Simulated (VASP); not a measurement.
# HC11 in VASP: single point with PBEsol

Aim: the single point of HC11 with PBEsol.

Everything below comes from runs of VASP 6.6.1. Logs are shortened: lines on timing, memory, paths and dates and some standing lists are left out, and cuts for length are marked.

## 1. The cell of the first run

The cell holds a slab with vacuum, 12 atoms: a = 2.513 Å, b = 2.513 Å, c = 28.096 Å, α = 90.00°, β = 90.00°, γ = 90.00°.

## 2. Single point, PBEsol, collinear spin

The input, INCAR:

```
ALGO = Normal
DIPOL = 0.5 0.5 0.479
EDIFF = 1E-6
ENCUT = 520
GGA = PS
IDIPOL = 3
ISIF = 2
ISMEAR = 0
ISPIN = 2
LASPH = T
LCHARG = F
LDIPOL = T
LORBIT = 11
LREAL = F
LWAVE = F
MAGMOM = 0 0 0 0 0 0 0 0 0 0 1 0
NBANDS = 38
NELM = 150
PREC = Accurate
SIGMA = 0.05
```

The input, KPOINTS:

```
k-points
0
Gamma
  11 11 1
```

The input, POSCAR:

```
HC11
1.0
    2.5129226041      0.0000000000      0.0000000000
    0.0000000000      2.5129226041      0.0000000000
    0.0000000000      0.0000000000     28.0960707628
C H
11 1
Direct
    0.0000000000      0.5000000000      0.3025334066
    0.0000000000      0.0000000000      0.3341553481
    0.5000000000      0.0000000000      0.3657772896
    0.5000000000      0.5000000000      0.3973992312
    0.0000000000      0.5000000000      0.4290211728
    0.0000000000      0.0000000000      0.4606180153
    0.5000000000      0.0000000000      0.4923234154
    0.5000000000      0.5000000000      0.5237627044
    0.0000000000      0.5000000000      0.5560932865
    0.0000000000      0.0000000000      0.5862704829
    0.0000000000      0.0000000000      0.6327227437
    0.0000000000      0.0000000000      0.6708276120
```

Potentials or basis: VASP PAW PBE potentials, release 64 (C, H).

Run with:

```sh
$ cat potpaw_PBE.64/C/POTCAR potpaw_PBE.64/H/POTCAR > POTCAR
$ mpirun -np 1 vasp_std > vasp.out
```

OUTCAR:

```text
EDIFF = 1E-6
   ENCUT = 520
   GGA = PS
   ISIF = 2
   ISMEAR = 0
   ISPIN = 2
   LASPH = T
   LORBIT = 11
   LREAL = F
   NELM = 150
   PREC = Accurate

 ion  position               nearest neighbor table
   1  0.000  0.500  0.303-   2 1.54   2 1.54
   2  0.000  0.000  0.334-   1 1.54   3 1.54   1 1.54   3 1.54
   3  0.500  0.000  0.366-   2 1.54   2 1.54   4 1.54   4 1.54
   4  0.500  0.500  0.397-   3 1.54   5 1.54   3 1.54   5 1.54
   5  0.000  0.500  0.429-   6 1.54   6 1.54   4 1.54   4 1.54
   6  0.000  0.000  0.461-   5 1.54   5 1.54   7 1.54   7 1.54
   7  0.500  0.000  0.492-   8 1.54   8 1.54   6 1.54   6 1.54
   8  0.500  0.500  0.524-   7 1.54   7 1.54   9 1.55   9 1.55
   9  0.000  0.500  0.556-  10 1.52  10 1.52   8 1.55   8 1.55
  10  0.000  0.000  0.586-  11 1.31   9 1.52   9 1.52
  11  0.000  0.000  0.633-  12 1.07  10 1.31
  12  0.000  0.000  0.671-  11 1.07

  LATTYP: Found a simple tetragonal cell.
 ALAT       =     2.5129226041
 C/A-ratio  =    11.1806351365

  Lattice vectors:

 A1 = (   2.5129226041,   0.0000000000,   0.0000000000)
 A2 = (   0.0000000000,   2.5129226041,   0.0000000000)
 A3 = (   0.0000000000,   0.0000000000,  28.0960707628)

Analysis of symmetry for initial positions (statically):
=====================================================================
 Subroutine PRICEL returns:
 Original cell was already a primitive cell.

 Routine SETGRP: Setting up the symmetry group for a
 simple tetragonal supercell.

 Subroutine GETGRP returns: Found  4 space group operations
 (whereof  4 operations were pure point group operations)
 out of a pool of 16 trial point group operations.

The static configuration has the point symmetry C_2v.

Analysis of symmetry for dynamics (positions and initial velocities):
=====================================================================
 Subroutine PRICEL returns:
 Original cell was already a primitive cell.

 Routine SETGRP: Setting up the symmetry group for a
 simple tetragonal supercell.

 Subroutine GETGRP returns: Found  4 space group operations
 (whereof  4 operations were pure point group operations)
 out of a pool of 16 trial point group operations.

The dynamic configuration has the point symmetry C_2v.

Analysis of structural, dynamic, and magnetic symmetry:
=====================================================================
 Subroutine PRICEL returns:
 Original cell was already a primitive cell.

 Routine SETGRP: Setting up the symmetry group for a
 simple tetragonal supercell.

 Subroutine GETGRP returns: Found  4 space group operations
 (whereof  4 operations were pure point group operations)
 out of a pool of 16 trial point group operations.

The overall configuration has the point symmetry C_2v.

 Subroutine INISYM returns: Found  4 space group operations
 (whereof  4 operations are pure point group operations),
 and found     1 'primitive' translations

----------------------------------------------------------------------------------------

                                     Primitive cell

  volume of cell :     177.4205

  direct lattice vectors                    reciprocal lattice vectors
     2.512922604  0.000000000  0.000000000     0.397943016  0.000000000  0.000000000
     0.000000000  2.512922604  0.000000000     0.000000000  0.397943016  0.000000000
     0.000000000  0.000000000 28.096070763     0.000000000  0.000000000  0.035592165

  length of vectors
     2.512922604  2.512922604 28.096070763     0.397943016  0.397943016  0.035592165

  position of ions in fractional coordinates (direct lattice)
     0.000000000  0.500000000  0.302533407
     0.000000000  0.000000000  0.334155348
     0.500000000  0.000000000  0.365777290
     0.500000000  0.500000000  0.397399231
     0.000000000  0.500000000  0.429021173
     0.000000000  0.000000000  0.460618015
     0.500000000  0.000000000  0.492323415
     0.500000000  0.500000000  0.523762704
     0.000000000  0.500000000  0.556093287
     0.000000000  0.000000000  0.586270483
     0.000000000  0.000000000  0.632722744
     0.000000000  0.000000000  0.670827612
[... 89 lines left out ...]
   EDIFFG = 0.1E-04   stopping-criterion for IOM
   NSW    =      0    number of steps for IOM
   IBRION =     -1    ionic relax: 0-MD 1-quasi-New 2-CG
   NFREE  =      0    steps in history (QN), initial steepest desc. (CG)
   ISIF   =      2    stress and relaxation
   ISYM   =      2    0-nonsym 1-usesym 2-fastsym
   POTIM  = 0.5000    time-step for ionic-motion
   TEBEG  =    0.0;   TEEND  =   0.0 temperature during run
   PSTRESS=    0.0 pullay stress
   NELECT =      45.0000    total number of electrons
   NUPDOWN=      -1.0000    fix difference up-down
   EMIN   =  10.00;   EMAX   =-10.00  energy-range for DOS
   EFERMI =   0.00;   METHOD = LEGACY
   ISMEAR =     0;   SIGMA  =   0.05  broadening in eV -4-tet -1-fermi 0-gaus
   EFERMI_NEDOS =   21; number of points for ismear=-14 and -15
   IALGO  =     38    algorithm
   IMIX   =      4    mixing-type and parameters
     AMIX     =   0.40;   BMIX     =  1.00
     AMIX_MAG =   1.60;   BMIX_MAG =  1.00
  volume/ion in A,a.u.               =      14.79        99.77
  Fermi-wavevector in a.u.,A,eV,Ry     =   1.036281  1.958288 14.611015  1.073879
  Thomas-Fermi vector in A             =   2.170665
   LORBIT       =     11    0 simple, 1 ext, 2 COOP (PROOUT), +10 PAW based schemes
   GGA     = PS    functional components
   LHFCALC =     F    Hartree Fock is set to
   AEXX    =    0.0000 exact exchange contribution
   IVDW    =     0    specifies the selected vdW correction
   LEPSILON=     F    determine dielectric tensor
   LRPA    =     F    only Hartree local field effects (RPA)
 spin polarized calculation
 Gauss-broadening in eV      SIGMA  =   0.05
  energy-cutoff  :      520.00
  volume of cell :      177.42
 maximum number of plane-waves:      4857
   NGX =  9   NGY =  9   NGZ =105

 dipolmoment           0.000000      0.000000      0.001421 electrons x Angstroem

 number of electron      45.0000006 magnetization       0.0002648

 dipolmoment           0.000000      0.000000     -0.219726 electrons x Angstroem

 Free energy of the ion-electron system (eV)
  ---------------------------------------------------
  ext. energy  EPLUGINS =         0.00000000
  ---------------------------------------------------
  free energy    TOTEN  =      -101.84476130 eV

  energy without entropy =     -101.84232965  energy(sigma->0) =     -101.84354547

 E-fermi :   0.7752     XC(G=0):  -5.7069

 val. band max:        0.7701470516   @ k =   0.0000   0.0000   0.0000
 cond. band min:       0.7803051140   @ k =   0.0000   0.0909   0.0000
 fundamental gap:      0.0101580625
 Fermi energy:         0.7752137884

 spin component 1

 k-point     1 :       0.0000    0.0000    0.0000
  band No.  band energies     occupation
      1     -21.3568      1.00000
      2     -20.1739      1.00000
      3     -18.6408      1.00000
      4     -16.8257      1.00000
      5     -14.9360      1.00000
      6     -12.7936      1.00000
[... 877 lines left out ...]
     33       9.6584      0.00000
     34       9.9367      0.00000

 [... further k-points ...]

 spin component 2

 k-point     1 :       0.0000    0.0000    0.0000
  band No.  band energies     occupation
      1     -21.3568      1.00000
      2     -20.1738      1.00000
      3     -18.6408      1.00000
      4     -16.8256      1.00000
      5     -14.9360      1.00000
      6     -12.7936      1.00000
[... 877 lines left out ...]
     33       9.6584      0.00000
     34       9.9544      0.00000

 [... further k-points ...]

 [bands above 34 left out]

------------------------ aborting loop because EDIFF is reached ----------------------------------------

 vacuum level on the upper side and lower side of the slab       (xc-potential included)        -3.280         2.908

  FORCE on cell =-STRESS in cart. coord.  units (eV):
  Direction    XX          YY          ZZ          XY          YZ          ZX
  --------------------------------------------------------------------------------------
  -------------------------------------------------------------------------------------
  Total        1.6034660     -2.8544017     -1.4035143      0.0000000      0.0000000      0.0000000
  in kB       14.4799322    -25.7763761    -12.6742890      0.0000000      0.0000000      0.0000000
  external PRESSURE =      -7.9902443 kB  Pullay stress =       0.0000000 kB

 VOLUME and BASIS-vectors are now :
 -----------------------------------------------------------------------------
  energy-cutoff  :      520.00
  volume of cell :      177.42
      direct lattice vectors                 reciprocal lattice vectors
     2.512922604  0.000000000  0.000000000     0.397943016  0.000000000  0.000000000
     0.000000000  2.512922604  0.000000000     0.000000000  0.397943016  0.000000000
     0.000000000  0.000000000 28.096070763     0.000000000  0.000000000  0.035592165

 POSITION                                       TOTAL-FORCE (eV/Angst)
 -----------------------------------------------------------------------------------
      0.00000      1.25646      8.50000         0.000000      0.000000      2.112833
      0.00000      0.00000      9.38845         0.000000      0.000000     -2.313429
      1.25646      0.00000     10.27690         0.000000      0.000000      0.224482
      1.25646      1.25646     11.16536         0.000000      0.000000     -0.111961
      0.00000      1.25646     12.05381         0.000000      0.000000      0.034744
      0.00000      0.00000     12.94156         0.000000      0.000000      0.001831
      1.25646      0.00000     13.83235         0.000000      0.000000      0.000266
      1.25646      1.25646     14.71567         0.000000      0.000000      0.008128
      0.00000      1.25646     15.62404         0.000000      0.000000     -0.010152
      0.00000      0.00000     16.47190         0.000000      0.000000     -0.010887
      0.00000      0.00000     17.77702         0.000000      0.000000      0.067943
      0.00000      0.00000     18.84762         0.000000      0.000000     -0.003798
 -----------------------------------------------------------------------------------
    total drift:                                0.000000      0.000000     -0.000036

  FREE ENERGIE OF THE ION-ELECTRON SYSTEM (eV)
  ---------------------------------------------------
  free  energy   TOTEN  =      -101.8447612953 eV

  energy  without entropy=     -101.8423296533  energy(sigma->0) =     -101.84354547

 vacuum level on the upper side and lower side of the slab         1.938         8.246

 total charge

# of ion       s       p       d       tot
------------------------------------------
    1        0.869   1.382   0.000   2.251
    2        0.826   1.728   0.000   2.553
    3        0.830   1.732   0.000   2.562
    4        0.827   1.751   0.000   2.578
    5        0.827   1.751   0.000   2.578
    6        0.827   1.751   0.000   2.577
    7        0.827   1.751   0.000   2.577
    8        0.828   1.735   0.000   2.563
    9        0.838   1.734   0.000   2.572
   10        0.863   1.767   0.000   2.630
   11        0.890   1.631   0.000   2.521
   12        0.622   0.055   0.000   0.677
--------------------------------------------------
tot          9.874  18.767   0.000  28.640

 magnetization (x)

# of ion       s       p       d       tot
------------------------------------------
    1        0.000   0.000   0.000   0.000
    2       -0.000   0.000   0.000   0.000
    3       -0.000  -0.000   0.000  -0.000
    4        0.000   0.000   0.000   0.000
    5        0.000   0.000   0.000   0.000
    6        0.000   0.000   0.000   0.000
    7        0.000  -0.000   0.000  -0.000
    8        0.000   0.000   0.000   0.000
    9        0.000   0.000   0.000   0.000
   10        0.000   0.000   0.000   0.000
   11       -0.000   0.000   0.000   0.000
   12        0.000   0.000   0.000   0.000
--------------------------------------------------
tot          0.000   0.000   0.000   0.000
```

Wall time 22 min (1 thread of Intel Xeon Platinum 8259CL at 2.50GHz (Skylake/Cascade Lake), shared host); peak memory 0.53 GiB.

Results:

- Free energy: -101.8448 eV
- Largest force: 2.313 eV/Å
- Net moment: 0.00 μB per cell
- Valence electrons inside the program's atomic spheres: C 2.25, 2.55, 2.56, 2.58, 2.57, 2.63, 2.52; H 0.68

Forces on the atoms (eV/Å):
```
C    0.000  0.000  2.113
C    0.000  0.000 -2.313
C    0.000  0.000  0.224
C    0.000  0.000 -0.112
C    0.000  0.000  0.035
C    0.000  0.000  0.002
C    0.000  0.000  0.000
C    0.000  0.000  0.008
C    0.000  0.000 -0.010
C    0.000  0.000 -0.011
C    0.000  0.000  0.068
H    0.000  0.000 -0.004
```

Caveat: the PAW data sets were made with another functional, which shifts forces and pressure a little.
